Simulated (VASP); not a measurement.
# Sc3Te2 (P4/mmm) in VASP: a series of runs

The runs below take Sc3Te2 through single point, with PBE.

All numbers are computed with VASP 6.6.1; they aren't measurements. Logs are shortened: lines on timing, memory, paths and dates and some standing lists are left out, and cuts for length are marked.

## Step 1: The cell of the first run

It takes space group P4/mmm (No. 123, tetragonal). Conventional cell: a = 4.071 Å, b = 4.071 Å, c = 7.367 Å, α = 90.00°, β = 90.00°, γ = 90.00°. Sc (site symmetry 4mm) has 2 Sc at 2.34 to 2.51 Å within 3.1 Å. Sc (site symmetry 4/mmm) has 2 Sc at 2.51 Å and 4 Te at 2.88 Å within 3.3 Å. Within 4.1 Å of Te (site symmetry 4/mmm) lie 8 Sc at 3.11 Å and 6 Te at 3.68 to 4.07 Å. Te (site symmetry 4/mmm) has 4 Sc at 2.88 Å and 2 Te at 3.68 Å within 3.8 Å.

## Step 2: Single point, PBE

INCAR reads:

```
PREC = Accurate
ENCUT = 520
EDIFF = 1E-6
ISMEAR = 0
SIGMA = 0.1
LREAL = False
LASPH = True
NELM = 80
ALGO = Normal
ISIF = 2
LWAVE = False
LCHARG = True
GGA = PE
LELF = True
LVHAR = True
NBANDS = 30
```

KPOINTS reads:

```
Automatic mesh
0
Gamma
  4 4 4
```

POSCAR reads:

```
Sc3Te2
1.0
    4.0712397100      0.0000000000      0.0000000000
    0.0000000000      4.0712397100      0.0000000000
    0.0000000000      0.0000000000      7.3674996100
Sc Te
3 2
Direct
    0.5000000000      0.5000000000      0.8413032000
    0.5000000000      0.5000000000      0.1586968000
    0.5000000000      0.5000000000      0.5000000000
    0.0000000000      0.0000000000      0.0000000000
    0.0000000000      0.0000000000      0.5000000000
```

Potentials or basis: VASP PAW PBE potentials, release 64 (Sc_sv, Te).

Launch:

```sh
$ cat potpaw_PBE.64/Sc_sv/POTCAR potpaw_PBE.64/Te/POTCAR > POTCAR
$ mpirun -np 1 vasp_std > vasp.out
```

OUTCAR:

```text
PREC = Accurate
   ENCUT = 520
   EDIFF = 1E-6
   ISMEAR = 0
   LREAL = False
   LASPH = True
   NELM = 80
   ISIF = 2
   GGA = PE

 ion  position               nearest neighbor table
   1  0.500  0.500  0.841-   2 2.34   3 2.51   4 3.11   4 3.11   4 3.11   4 3.11
   2  0.500  0.500  0.159-   1 2.34   3 2.51   4 3.11   4 3.11   4 3.11   4 3.11
   3  0.500  0.500  0.500-   1 2.51   2 2.51   5 2.88   5 2.88   5 2.88   5 2.88
   4  0.000  0.000  0.000-   1 3.11   2 3.11   1 3.11   2 3.11   1 3.11   2 3.11   1 3.11   2 3.11
                             5 3.68   5 3.68
   5  0.000  0.000  0.500-   3 2.88   3 2.88   3 2.88   3 2.88   4 3.68   4 3.68

  LATTYP: Found a simple tetragonal cell.
 ALAT       =     4.0712397100
 C/A-ratio  =     1.8096452518

  Lattice vectors:

 A1 = (   4.0712397100,   0.0000000000,   0.0000000000)
 A2 = (   0.0000000000,   4.0712397100,   0.0000000000)
 A3 = (   0.0000000000,   0.0000000000,   7.3674996100)

Analysis of symmetry for initial positions (statically):
=====================================================================
 Subroutine PRICEL returns:
 Original cell was already a primitive cell.

 Routine SETGRP: Setting up the symmetry group for a
 simple tetragonal supercell.

 Subroutine GETGRP returns: Found 16 space group operations
 (whereof 16 operations were pure point group operations)
 out of a pool of 16 trial point group operations.

The static configuration has the point symmetry D_4h.

Analysis of symmetry for dynamics (positions and initial velocities):
=====================================================================
 Subroutine PRICEL returns:
 Original cell was already a primitive cell.

 Routine SETGRP: Setting up the symmetry group for a
 simple tetragonal supercell.

 Subroutine GETGRP returns: Found 16 space group operations
 (whereof 16 operations were pure point group operations)
 out of a pool of 16 trial point group operations.

The dynamic configuration has the point symmetry D_4h.

 Subroutine INISYM returns: Found 16 space group operations
 (whereof 16 operations are pure point group operations),
 and found     1 'primitive' translations

----------------------------------------------------------------------------------------

                                     Primitive cell

  volume of cell :     122.1163

  direct lattice vectors                    reciprocal lattice vectors
     4.071239710  0.000000000  0.000000000     0.245625429  0.000000000  0.000000000
     0.000000000  4.071239710  0.000000000     0.000000000  0.245625429  0.000000000
     0.000000000  0.000000000  7.367499610     0.000000000  0.000000000  0.135731259

  length of vectors
     4.071239710  4.071239710  7.367499610     0.245625429  0.245625429  0.135731259

  position of ions in fractional coordinates (direct lattice)
     0.500000000  0.500000000  0.841303200
     0.500000000  0.500000000  0.158696800
     0.500000000  0.500000000  0.500000000
     0.000000000  0.000000000  0.000000000
     0.000000000  0.000000000  0.500000000

  ion indices of the primitive-cell ions
   primitive index   ion index
                 1           1
                 2           2
                 3           3
                 4           4
                 5           5

----------------------------------------------------------------------------------------

 KPOINTS: Automatic mesh

Automatic generation of k-mesh.
 Grid dimensions read from file:
 generate k-points for:    4    4    4

 Generating k-lattice:

  Cartesian coordinates                     Fractional coordinates (reciprocal lattice)
     0.061406357  0.000000000  0.000000000     0.250000000  0.000000000  0.000000000
     0.000000000  0.061406357  0.000000000     0.000000000  0.250000000  0.000000000
     0.000000000  0.000000000  0.033932815     0.000000000  0.000000000  0.250000000

  Length of vectors
     0.061406357  0.061406357  0.033932815

  Shift w.r.t. Gamma in fractional coordinates (k-lattice)
     0.000000000  0.000000000  0.000000000

 Subroutine IBZKPT returns following result:
 ===========================================

 Found     18 irreducible k-points:

 Following reciprocal coordinates:
            Coordinates               Weight
  0.000000  0.000000  0.000000      1.000000
  0.250000  0.000000  0.000000      4.000000
  0.500000  0.000000  0.000000      2.000000
  0.250000  0.250000  0.000000      4.000000
  0.500000  0.250000  0.000000      4.000000
  0.500000  0.500000  0.000000      1.000000
[... 10 lines left out ...]
  0.500000  0.250000  0.500000      4.000000
  0.500000  0.500000  0.500000      1.000000
   k-points           NKPTS =     18   k-points in BZ     NKDIM =     18   number of bands    NBANDS=     30
   number of dos      NEDOS =    301   number of ions     NIONS =      5
   total plane-waves  NPLWV =  50400
   dimension x,y,z NGX =    30 NGY =   30 NGZ =   56
   dimension x,y,z NGXF=    60 NGYF=   60 NGZF=  112
   ions per type =               3   2
   NGX,Y,Z   is equivalent  to a cutoff of  12.25, 12.25, 12.64 a.u.
   NGXF,Y,Z  is equivalent  to a cutoff of  24.50, 24.50, 25.27 a.u.
 SYSTEM =  unknown system
   PREC   = accura    normal or accurate (medium, high low for compatibility)
   ISTART =      0    job   : 0-new  1-cont  2-samecut
   ICHARG =      2    charge: 1-file 2-atom 10-const
   ISPIN  =      1    spin polarized calculation?
   LNONCOLLINEAR =      F non collinear calculations
   LSORBIT =      F    spin-orbit coupling
   LASPH  =      T    aspherical Exc in radial PAW
   ENCUT  =  520.0 eV  38.22 Ry    6.18 a.u.   7.57  7.57 13.70*2*pi/ulx,y,z
   NELM   =     80;   NELMIN=  2; NELMDL= -5     # of ELM steps
   EDIFF  = 0.1E-05   stopping-criterion for ELM
   LREAL  =      F    real-space projection
   EDIFFG = 0.1E-04   stopping-criterion for IOM
   NSW    =      0    number of steps for IOM
   IBRION =     -1    ionic relax: 0-MD 1-quasi-New 2-CG
   NFREE  =      0    steps in history (QN), initial steepest desc. (CG)
   ISIF   =      2    stress and relaxation
   ISYM   =      2    0-nonsym 1-usesym 2-fastsym
   POTIM  = 0.5000    time-step for ionic-motion
   TEBEG  =    0.0;   TEEND  =   0.0 temperature during run
   PSTRESS=    0.0 pullay stress
   NELECT =      45.0000    total number of electrons
   NUPDOWN=      -1.0000    fix difference up-down
   EMIN   =  10.00;   EMAX   =-10.00  energy-range for DOS
   EFERMI =   0.00;   METHOD = LEGACY
   ISMEAR =     0;   SIGMA  =   0.10  broadening in eV -4-tet -1-fermi 0-gaus
   EFERMI_NEDOS =   21; number of points for ismear=-14 and -15
   IALGO  =     38    algorithm
   IMIX   =      4    mixing-type and parameters
     AMIX     =   0.40;   BMIX     =  1.00
     AMIX_MAG =   1.60;   BMIX_MAG =  1.00
  volume/ion in A,a.u.               =      24.42       164.82
  Fermi-wavevector in a.u.,A,eV,Ry     =   1.173693  2.217958 18.742777  1.377555
  Thomas-Fermi vector in A             =   2.310102
   LORBIT       =      0    0 simple, 1 ext, 2 COOP (PROOUT), +10 PAW based schemes
   GGA     = PE    functional components
   LHFCALC =     F    Hartree Fock is set to
   AEXX    =    0.0000 exact exchange contribution
   IVDW    =     0    specifies the selected vdW correction
   LEPSILON=     F    determine dielectric tensor
   LRPA    =     F    only Hartree local field effects (RPA)
 non-spin polarized calculation
 Gauss-broadening in eV      SIGMA  =   0.10
  energy-cutoff  :      520.00
  volume of cell :      122.12
 maximum number of plane-waves:      3331
   NGX = 15   NGY = 15   NGZ = 27

 number of electron      44.9999997 magnetization

 Free energy of the ion-electron system (eV)
  ---------------------------------------------------
  ext. energy  EPLUGINS =         0.00000000
  ---------------------------------------------------
  free energy    TOTEN  =       -25.52684390 eV

  energy without entropy =      -25.49454209  energy(sigma->0) =      -25.51069300

 E-fermi :   6.6944     XC(G=0): -10.0502

 val. band max:        6.6847734353   @ k =   0.2500   0.2500   0.5000
 cond. band min:       6.7122481911   @ k =   0.0000   0.0000   0.2500
 fundamental gap:      0.0274747559
 Fermi energy:         6.6943577891

 k-point     1 :       0.0000    0.0000    0.0000
  band No.  band energies     occupation
      1     -43.0370      2.00000
      2     -42.6737      2.00000
      3     -42.5849      2.00000
      4     -22.3584      2.00000
      5     -21.8086      2.00000
      6     -21.7106      2.00000
[... 22 lines left out ...]
     29       8.0056      0.00000
     30       8.0056      0.00000

 k-point     2 :       0.2500    0.0000    0.0000
  band No.  band energies     occupation
      1     -43.0363      2.00000
      2     -42.6732      2.00000
      3     -42.5843      2.00000
      4     -22.3565      2.00000
      5     -21.8070      2.00000
      6     -21.7275      2.00000
[... 22 lines left out ...]
     29       8.4497      0.00000
     30       8.4885      0.00000

 k-point     3 :       0.5000    0.0000    0.0000
  band No.  band energies     occupation
      1     -43.0356      2.00000
      2     -42.6727      2.00000
      3     -42.5837      2.00000
      4     -22.3546      2.00000
      5     -21.8053      2.00000
      6     -21.7444      2.00000
[... 22 lines left out ...]
     29       8.9076      0.00000
     30       8.9628      0.00000

 k-point     4 :       0.2500    0.2500    0.0000
  band No.  band energies     occupation
      1     -43.0356      2.00000
      2     -42.6727      2.00000
      3     -42.5836      2.00000
      4     -22.3545      2.00000
      5     -21.8055      2.00000
      6     -21.7251      2.00000
[... 418 lines left out ...]
     29       8.4694      0.00000
     30       8.6342      0.00000

 k-point    17 :       0.5000    0.2500    0.5000
  band No.  band energies     occupation
      1     -43.0037      2.00000
      2     -42.7672      2.00000
      3     -42.5189      2.00000
      4     -22.6465      2.00000
      5     -21.7168      2.00000
      6     -21.6987      2.00000
[... 22 lines left out ...]
     29       8.6970      0.00000
     30       8.9133      0.00000

 k-point    18 :       0.5000    0.5000    0.5000
  band No.  band energies     occupation
      1     -43.0031      2.00000
      2     -42.7665      2.00000
      3     -42.5183      2.00000
      4     -22.6445      2.00000
      5     -21.7136      2.00000
      6     -21.7136      2.00000
[... 22 lines left out ...]
     29       9.0207      0.00000
     30       9.1575      0.00000

------------------------ aborting loop because EDIFF is reached ----------------------------------------

  FORCE on cell =-STRESS in cart. coord.  units (eV):
  Direction    XX          YY          ZZ          XY          YZ          ZX
  --------------------------------------------------------------------------------------
  -------------------------------------------------------------------------------------
  Total       -2.4033315     -2.4033315     14.2517400      0.0000000      0.0000000      0.0000000
  in kB      -31.5319468    -31.5319468    186.9842404      0.0000000      0.0000000      0.0000000
  external PRESSURE =      41.3067822 kB  Pullay stress =       0.0000000 kB

 VOLUME and BASIS-vectors are now :
 -----------------------------------------------------------------------------
  energy-cutoff  :      520.00
  volume of cell :      122.12
      direct lattice vectors                 reciprocal lattice vectors
     4.071239710  0.000000000  0.000000000     0.245625429  0.000000000  0.000000000
     0.000000000  4.071239710  0.000000000     0.000000000  0.245625429  0.000000000
     0.000000000  0.000000000  7.367499610     0.000000000  0.000000000  0.135731259

 POSITION                                       TOTAL-FORCE (eV/Angst)
 -----------------------------------------------------------------------------------
      2.03562      2.03562      6.19830         0.000000     -0.000000     -1.278641
      2.03562      2.03562      1.16920         0.000000      0.000000      1.278641
      2.03562      2.03562      3.68375         0.000000      0.000000      0.000000
      0.00000      0.00000      0.00000         0.000000      0.000000      0.000000
      0.00000      0.00000      3.68375         0.000000      0.000000      0.000000
 -----------------------------------------------------------------------------------
    total drift:                                0.000000      0.000000      0.000000

  FREE ENERGIE OF THE ION-ELECTRON SYSTEM (eV)
  ---------------------------------------------------
  free  energy   TOTEN  =       -25.5268439038 eV

  energy  without entropy=      -25.4945420901  energy(sigma->0) =      -25.51069300
```

Run time: 58 s. Hardware: 1 thread of Intel Xeon 6975P-C (Granite Rapids), shared host; peak memory 0.23 GiB.

What came out:

- Free energy: -25.5268 eV
- Pressure: 4.1 GPa
- Largest force: 1.279 eV/Å

Forces on the atoms (eV/Å):
```
Sc   0.000  0.000 -1.279
Sc   0.000  0.000  1.279
Sc   0.000  0.000  0.000
Te   0.000  0.000  0.000
Te   0.000  0.000  0.000
```

Stress tensor (GPa, compression positive):
```
-3.15  0.00  0.00
 0.00 -3.15  0.00
 0.00  0.00 18.70
```

Levels at points of the mesh, in eV from the Fermi level:
```
           k point  band 19  band 20  band 21  band 22  band 23  band 24  band 25  band 26
(0.00, 0.00, 0.00)    -2.14    -1.45    -1.35    -1.26     0.06     0.36     0.36     0.78
(0.50, 0.00, 0.00)    -2.61    -1.15    -1.14    -0.72    -0.34    -0.18     0.59     1.39
(0.50, 0.50, 0.00)    -4.32    -1.55    -1.04    -1.04    -0.33     1.01     1.13     1.13
(0.00, 0.00, 0.50)    -2.11    -2.11    -0.97    -0.76    -0.20    -0.20     0.04     0.11
(0.50, 0.00, 0.50)    -3.11    -3.02    -0.63     0.09     0.12     0.35     0.61     1.31
(0.50, 0.50, 0.50)    -3.14    -2.34    -1.33    -1.33    -0.18     0.08     1.41     1.55
```

Caveat: the k points lie up to 0.39 Å⁻¹ apart; spin-orbit coupling is left out, which moves the levels of the heavy elements; forces of over 1 eV/Å act on the atoms, so gaps and moduli don't describe the material at rest.

## Step 3: Single point, PBE

This run uses another cell than the first one, of 27.51 Å³/atom, 1.127 times its volume.

INCAR reads:

```
SYSTEM = Sc3Te2
ALGO = Normal
EDIFF = 1E-6
ENCUT = 520
GGA = PE
ISIF = 2
ISMEAR = 0
LASPH = .TRUE.
LCHARG = .FALSE.
LREAL = .FALSE.
LWAVE = .FALSE.
NBANDS = 30
NELM = 80
PREC = Accurate
SIGMA = 0.1
```

KPOINTS reads:

```
k-points
0
G
  4 4 4
  0 0 0
```

POSCAR reads:

```
Sc3Te2
1.0
    3.9203785705      0.0000000000      0.0000000000
    0.0000000000      3.9203785705      0.0000000000
    0.0000000000      0.0000000000      8.9506194088
Sc Te
3 2
Direct
    0.5000000000      0.5000000000      0.8355795794
    0.5000000000      0.5000000000      0.1644204206
    0.5000000000      0.5000000000      0.5000000000
    0.0000000000      0.0000000000      0.0000000000
    0.0000000000      0.0000000000      0.5000000000
```

Potentials or basis: VASP PAW PBE potentials, release 64 (Sc_sv, Te).

Launch:

```sh
$ cat potpaw_PBE.64/Sc_sv/POTCAR potpaw_PBE.64/Te/POTCAR > POTCAR
$ mpirun -np 1 vasp_std > vasp.out
```

Run time: 62 s. Hardware: 1 thread of Intel Xeon 6975P-C (Granite Rapids), shared host; peak memory 0.27 GiB.

It converged, with:

| Property | Result |
| --- | --- |
| Free energy | -27.1708 eV |
| Pressure | 0.2 GPa |
| Largest force | 0.011 eV/Å |

Forces on the atoms (eV/Å):
```
Sc   0.000  0.000 -0.011
Sc   0.000  0.000  0.011
Sc   0.000  0.000  0.000
Te   0.000  0.000  0.000
Te   0.000  0.000  0.000
```

Stress tensor (GPa, compression positive):
```
0.07 0.00 0.00
0.00 0.07 0.00
0.00 0.00 0.33
```

Levels at points of the mesh, in eV from the Fermi level:
| k point | band 19 | band 20 | band 21 | band 22 | band 23 | band 24 | band 25 | band 26 | band 27 | band 28 |
| --- | --- | --- | --- | --- | --- | --- | --- | --- | --- | --- |
| (0.00, 0.00, 0.00) | -1.66 | -1.66 | -1.45 | -1.01 | -0.37 | -0.37 | 0.15 | 0.99 | 0.99 | 1.09 |
| (0.50, 0.00, 0.00) | -2.63 | -2.36 | -1.11 | -0.60 | -0.06 | 0.50 | 0.60 | 0.91 | 0.96 | 1.21 |
| (0.50, 0.50, 0.00) | -3.79 | -1.60 | -1.39 | -0.56 | -0.56 | 1.18 | 1.24 | 1.24 | 1.30 | 1.73 |
| (0.00, 0.00, 0.50) | -1.66 | -1.66 | -0.80 | -0.74 | -0.62 | -0.37 | 0.34 | 0.92 | 0.92 | 1.15 |
| (0.50, 0.00, 0.50) | -3.07 | -2.39 | -0.80 | -0.12 | 0.12 | 0.34 | 0.36 | 0.74 | 0.93 | 0.95 |
| (0.50, 0.50, 0.50) | -3.51 | -2.18 | -0.93 | -0.63 | -0.63 | -0.13 | 1.56 | 1.56 | 1.60 | 1.98 |

Caveat: the k points lie up to 0.40 Å⁻¹ apart; spin-orbit coupling is left out, which moves the levels of the heavy elements.
